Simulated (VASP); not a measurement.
# ZrC (R-3m) in VASP: a series of runs, part 2 of 2

VASP 6.6.1. The steps go on from the part before.

### 4 Single point, PBE (equal xy, yz and zx shear strains of +2 %)

Input file INCAR:

```
ALGO = Normal ; EDIFF = 1E-7
ENCUT = 520 ; GGA = PE
ISIF = 2 ; ISMEAR = -1
LASPH = True ; LCHARG = False
LREAL = False ; LWAVE = False
NBANDS = 15 ; NELM = 60
PREC = Accurate ; SIGMA = 0.05
```

Input file KPOINTS:

```
k-points
0
Gamma
  15 15 15
```

Input file POSCAR:

```
ZrC
1.0
    0.0470042000      2.3737121000      2.3737121000
    2.3737121000      0.0470042000      2.3737121000
    2.3737121000      2.3737121000      0.0470042000
Zr C
1 1
Direct
    0.5000000000      0.5000000000      0.5000000000
    0.0000000000      0.0000000000      0.0000000000
```

Potentials or basis: VASP PAW PBE potentials, release 64 (Zr_sv, C).

Command:

```sh
$ cat potpaw_PBE.64/Zr_sv/POTCAR potpaw_PBE.64/C/POTCAR > POTCAR
$ mpirun -np 1 vasp_std > vasp.out
```

OUTCAR:

```text
EDIFF = 1E-7
   ENCUT = 520
   GGA = PE
   ISIF = 2
   ISMEAR = -1
   LASPH = True
   LREAL = False
   NELM = 60
   PREC = Accurate

 ion  position               nearest neighbor table
   1  0.500  0.500  0.500-   2 2.35   2 2.35   2 2.35   2 2.35   2 2.35   2 2.35
   2  0.000  0.000  0.000-   1 2.35   1 2.35   1 2.35   1 2.35   1 2.35   1 2.35

  LATTYP: Found a trigonal (rhomboedric) cell.
 ALAT       =     3.3572649080
 COS(alpha) =     0.5197000882

  Lattice vectors:

 A1 = (   0.0470042000,   2.3737121000,   2.3737121000)
 A2 = (   2.3737121000,   0.0470042000,   2.3737121000)
 A3 = (   2.3737121000,   2.3737121000,   0.0470042000)

Analysis of symmetry for initial positions (statically):
=====================================================================
 Subroutine PRICEL returns:
 Original cell was already a primitive cell.

 Routine SETGRP: Setting up the symmetry group for a
 trigonal (rhombohedral) supercell.

 Subroutine GETGRP returns: Found 12 space group operations
 (whereof 12 operations were pure point group operations)
 out of a pool of 12 trial point group operations.

The static configuration has the point symmetry D_3d.

Analysis of symmetry for dynamics (positions and initial velocities):
=====================================================================
 Subroutine PRICEL returns:
 Original cell was already a primitive cell.

 Routine SETGRP: Setting up the symmetry group for a
 trigonal (rhombohedral) supercell.

 Subroutine GETGRP returns: Found 12 space group operations
 (whereof 12 operations were pure point group operations)
 out of a pool of 12 trial point group operations.

The dynamic configuration has the point symmetry D_3d.

 Subroutine INISYM returns: Found 12 space group operations
 (whereof 12 operations are pure point group operations),
 and found     1 'primitive' translations

----------------------------------------------------------------------------------------

                                     Primitive cell

  volume of cell :      25.9550

  direct lattice vectors                    reciprocal lattice vectors
     0.047004200  2.373712100  2.373712100    -0.217002728  0.212789082  0.212789082
     2.373712100  0.047004200  2.373712100     0.212789082 -0.217002728  0.212789082
     2.373712100  2.373712100  0.047004200     0.212789082  0.212789082 -0.217002728

  length of vectors
     3.357264908  3.357264908  3.357264908     0.371010203  0.371010203  0.371010203

  position of ions in fractional coordinates (direct lattice)
     0.500000000  0.500000000  0.500000000
     0.000000000  0.000000000  0.000000000

  ion indices of the primitive-cell ions
   primitive index   ion index
                 1           1
                 2           2

----------------------------------------------------------------------------------------

 KPOINTS: k-points

Automatic generation of k-mesh.
 Grid dimensions read from file:
 generate k-points for:   15   15   15

 Generating k-lattice:

  Cartesian coordinates                     Fractional coordinates (reciprocal lattice)
    -0.014466849  0.014185939  0.014185939     0.066666667 -0.000000000 -0.000000000
     0.014185939 -0.014466849  0.014185939    -0.000000000  0.066666667 -0.000000000
     0.014185939  0.014185939 -0.014466849    -0.000000000 -0.000000000  0.066666667

[... 40 lines left out ...]
   total plane-waves  NPLWV =  21952
   dimension x,y,z NGX =    28 NGY =   28 NGZ =   28
   dimension x,y,z NGXF=    56 NGYF=   56 NGZF=   56
   ions per type =               1   1
   NGX,Y,Z   is equivalent  to a cutoff of  13.87, 13.87, 13.87 a.u.
   NGXF,Y,Z  is equivalent  to a cutoff of  27.73, 27.73, 27.73 a.u.
 SYSTEM =  unknown system
   PREC   = accura    normal or accurate (medium, high low for compatibility)
   ISTART =      0    job   : 0-new  1-cont  2-samecut
   ICHARG =      2    charge: 1-file 2-atom 10-const
   ISPIN  =      1    spin polarized calculation?
   LNONCOLLINEAR =      F non collinear calculations
   LSORBIT =      F    spin-orbit coupling
   LASPH  =      T    aspherical Exc in radial PAW
   ENCUT  =  520.0 eV  38.22 Ry    6.18 a.u.   6.24  6.24  6.24*2*pi/ulx,y,z
   NELM   =     60;   NELMIN=  2; NELMDL= -5     # of ELM steps
   EDIFF  = 0.1E-06   stopping-criterion for ELM
   LREAL  =      F    real-space projection
   EDIFFG = 0.1E-05   stopping-criterion for IOM
   NSW    =      0    number of steps for IOM
   IBRION =     -1    ionic relax: 0-MD 1-quasi-New 2-CG
   NFREE  =      0    steps in history (QN), initial steepest desc. (CG)
   ISIF   =      2    stress and relaxation
   ISYM   =      2    0-nonsym 1-usesym 2-fastsym
   POTIM  = 0.5000    time-step for ionic-motion
   TEBEG  =    0.0;   TEEND  =   0.0 temperature during run
   PSTRESS=    0.0 pullay stress
   NELECT =      16.0000    total number of electrons
   NUPDOWN=      -1.0000    fix difference up-down
   EMIN   =  10.00;   EMAX   =-10.00  energy-range for DOS
   EFERMI =   0.00;   METHOD = LEGACY
   ISMEAR =    -1;   SIGMA  =   0.05  broadening in eV -4-tet -1-fermi 0-gaus
   EFERMI_NEDOS =   21; number of points for ismear=-14 and -15
   IALGO  =     38    algorithm
   IMIX   =      4    mixing-type and parameters
     AMIX     =   0.40;   BMIX     =  1.00
     AMIX_MAG =   1.60;   BMIX_MAG =  1.00
  volume/ion in A,a.u.               =      12.98        87.58
  Fermi-wavevector in a.u.,A,eV,Ry     =   1.393289  2.632935 26.412379  1.941255
  Thomas-Fermi vector in A             =   2.516950
   LORBIT       =      0    0 simple, 1 ext, 2 COOP (PROOUT), +10 PAW based schemes
   GGA     = PE    functional components
   LHFCALC =     F    Hartree Fock is set to
   AEXX    =    0.0000 exact exchange contribution
   IVDW    =     0    specifies the selected vdW correction
   LEPSILON=     F    determine dielectric tensor
   LRPA    =     F    only Hartree local field effects (RPA)
 non-spin polarized calculation
  energy-cutoff  :      520.00
  volume of cell :       25.95
 maximum number of plane-waves:       710
 NGX is ok and might be reduce to    28
   NGX = 13   NGY = 13   NGZ = 13

 number of electron      16.0000000 magnetization

 Free energy of the ion-electron system (eV)
  ---------------------------------------------------
  ext. energy  EPLUGINS =         0.00000000
  ---------------------------------------------------
  free energy    TOTEN  =       -19.44692744 eV

  energy without entropy =      -19.44432261  energy(sigma->0) =      -19.44562502

 E-fermi :   9.6159     XC(G=0): -12.1352

 val. band max:        9.6092847591   @ k =   0.3333   0.3333   0.0667
 cond. band min:       9.6160855477   @ k =   0.4000   0.4000  -0.0000
 fundamental gap:      0.0068007886
 Fermi energy:         9.6159082420

 k-point     1 :       0.0000    0.0000    0.0000
  band No.  band energies     occupation
      1     -38.4889      2.00000
      2     -16.2204      2.00000
      3     -16.1870      2.00000
      4     -16.1870      2.00000
      5      -1.6921      2.00000
      6      10.4268      0.00000
      7      10.4559      0.00000
      8      10.6180      0.00000
      9      10.6180      0.00000
     10      10.8271      0.00000
     11      10.8271      0.00000
     12      12.4432      0.00000
     13      12.4432      0.00000
     14      16.9433      0.00000
[... 401 lines left out ...]
      2     -16.4384      2.00000
      3     -16.2822      2.00000
      4     -16.2498      2.00000
      5      -0.9103      2.00000
      6       7.2843      2.00000
      7       8.9527      2.00000
      8       9.1181      1.99991
      9      10.2071      0.00001
     10      12.4932      0.00000
     11      13.0261      0.00000
     12      13.5760      0.00000
     13      15.5100      0.00000
     14      19.0185      0.00000
     15      22.2612      0.00000

 [... further k-points ...]

------------------------ aborting loop because EDIFF is reached ----------------------------------------

  FORCE on cell =-STRESS in cart. coord.  units (eV):
  Direction    XX          YY          ZZ          XY          YZ          ZX
  --------------------------------------------------------------------------------------
  -------------------------------------------------------------------------------------
  Total        0.2426309      0.2426309      0.2426309     -0.5122749     -0.5122749     -0.5122749
  in kB       14.9773911     14.9773911     14.9773911    -31.6222716    -31.6222716    -31.6222716
  external PRESSURE =      14.9773911 kB  Pullay stress =       0.0000000 kB

 VOLUME and BASIS-vectors are now :
 -----------------------------------------------------------------------------
  energy-cutoff  :      520.00
  volume of cell :       25.95
      direct lattice vectors                 reciprocal lattice vectors
     0.047004200  2.373712100  2.373712100    -0.217002728  0.212789082  0.212789082
     2.373712100  0.047004200  2.373712100     0.212789082 -0.217002728  0.212789082
     2.373712100  2.373712100  0.047004200     0.212789082  0.212789082 -0.217002728

 POSITION                                       TOTAL-FORCE (eV/Angst)
 -----------------------------------------------------------------------------------
      2.39721      2.39721      2.39721        -0.000000     -0.000000     -0.000000
      0.00000      0.00000      0.00000         0.000000      0.000000      0.000000
 -----------------------------------------------------------------------------------
    total drift:                                0.000000      0.000000      0.000000

  FREE ENERGIE OF THE ION-ELECTRON SYSTEM (eV)
  ---------------------------------------------------
  free  energy   TOTEN  =       -19.4469274351 eV

  energy  without entropy=      -19.4443226145  energy(sigma->0) =      -19.44562502
```

stdout:

```text
POSCAR found type information on POSCAR ZrC
 POSCAR found :  2 types and       2 ions
 scaLAPACK will be used
 LDA part: xc-table for (Slater+PW92), standard interpolation
 POSCAR, INCAR and KPOINTS ok, starting setup
 FFT: planning ... GRIDC
 FFT: planning ... GRID_SOFT
 FFT: planning ... GRID
 WAVECAR not read
 entering main loop
```

It took 2.5 min on 1 thread of Intel Xeon Platinum 8488C (Sapphire Rapids), shared host; peak memory 0.26 GiB.

Results:

| Property | Result |
| --- | --- |
| Free energy | -19.4469 eV |
| Pressure | 1.5 GPa |
| Band gap on the k mesh | zero (bands 8 and 9 overlap by 1.28 eV) |

Caveat: the cell differs from its parent crystal (equal xy, yz and zx shear strains of +2 %).

### 5 Summary

```csv
cell,gap on the mesh (eV),pressure (GPa)
"a = 3.275 Å, angles 62.0°, 2 atoms",none,1.6
"a = 3.307 Å, angles 60.7°, 2 atoms",none,1.4
"a = 3.357 Å, angles 58.7°, 2 atoms",none,1.5
```

Alike in all rows: task single point; level PBE; potentials or basis VASP PAW PBE potentials, release 64 (Zr_sv, C); no spin polarisation; k mesh 15 × 15 × 15; cutoff (eV) 520; smearing fermi-dirac 0.05 eV.

Absolute energies hang on the potentials; compare differences alone.

The gap in the log of VASP goes by the Fermi energy; the results here count the filled bands.